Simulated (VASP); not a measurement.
## PmP: single point with PBE+U

The system is PmP.

```xyz
2
Lattice="0.0000 2.9300 2.9300 2.9300 0.0000 2.9300 2.9300 2.9300 0.0000" Properties=species:S:1:pos:R:3 pbc="T T T"
Pm    2.9300    2.9300    2.9300
P     0.0000    0.0000    0.0000
```

| Property | Result |
| --- | --- |
| Program | VASP 6.6.1 |
| Task | single point |
| Functional | PBE |
| Potentials or basis | VASP PAW PBE potentials, release 64 (Pm, P) |
| Cutoff | 520 eV |
| k mesh | 4 × 4 × 4 |
| Occupations | gaussian, width 0.05 eV |
| Spin | collinear spin, ferromagnetic start |
| Starting moments | [4.0, 0.0] μB |
| Hubbard terms | Pm f U = 6.0 eV |

```yaml
Pressure: 0.7 GPa
Net_moment: 4.10 μB per cell
Site_moments: Pm +4.14; P -0.12 μB
Valence_electrons_inside_the_program's_atomic_spheres: Pm 12.25; P 2.55
```

Levels at points of the mesh, in eV from the Fermi level:
Spin up:
| k point | band 8 | band 9 | band 10 | band 11 | band 12 | band 13 | band 14 | band 15 | band 16 | band 17 |
| --- | --- | --- | --- | --- | --- | --- | --- | --- | --- | --- |
| (0.00, 0.00, 0.00) | -4.03 | -0.72 | -0.72 | -0.72 | 1.55 | 1.55 | 1.55 | 1.73 | 1.73 | 1.73 |
| (0.50, 0.00, 0.00) | -4.03 | -3.56 | -1.74 | -1.74 | -0.03 | 0.01 | 0.01 | 2.61 | 4.52 | 4.52 |
| (0.50, 0.50, 0.00) | -4.10 | -1.59 | -0.54 | -0.54 | -0.20 | -0.01 | 0.60 | 0.60 | 2.72 | 3.70 |
Spin down:
```
           k point  band 4  band 5  band 6  band 7  band 8  band 9  band 10  band 11  band 12  band 13
(0.00, 0.00, 0.00)  -17.32   -9.72    0.30    0.30    0.30    2.13     2.13     2.13     2.98     2.98
(0.50, 0.00, 0.00)  -17.36   -8.13   -3.46   -1.70   -1.70    3.70     4.78     4.86     4.86     5.09
(0.50, 0.50, 0.00)  -17.47   -9.07   -1.47   -0.23   -0.23    0.12     4.23     4.71     4.83     5.03
```

Eigenvalues of the final occupation matrices:
```
    site  spin  trace                         eigenvalues
site 1 f     1   4.14  0.00 0.40 0.40 0.40 0.98 0.98 0.98
site 1 f     2   0.02  0.00 0.00 0.00 0.00 0.01 0.01 0.01
```

Wall time 23 s on 1 thread of AMD EPYC 9R45 (Zen 5), with other jobs on the host, peak memory 0.17 GiB.

Caveat: the k points lie up to 0.46 Å⁻¹ apart; the magnetic or orbital state may not be the lowest; spin-orbit coupling is left out, which moves the levels of the heavy elements; the U is typed as a test and isn't derived for this compound. The state reached can hang on the start; a lower one may exist.
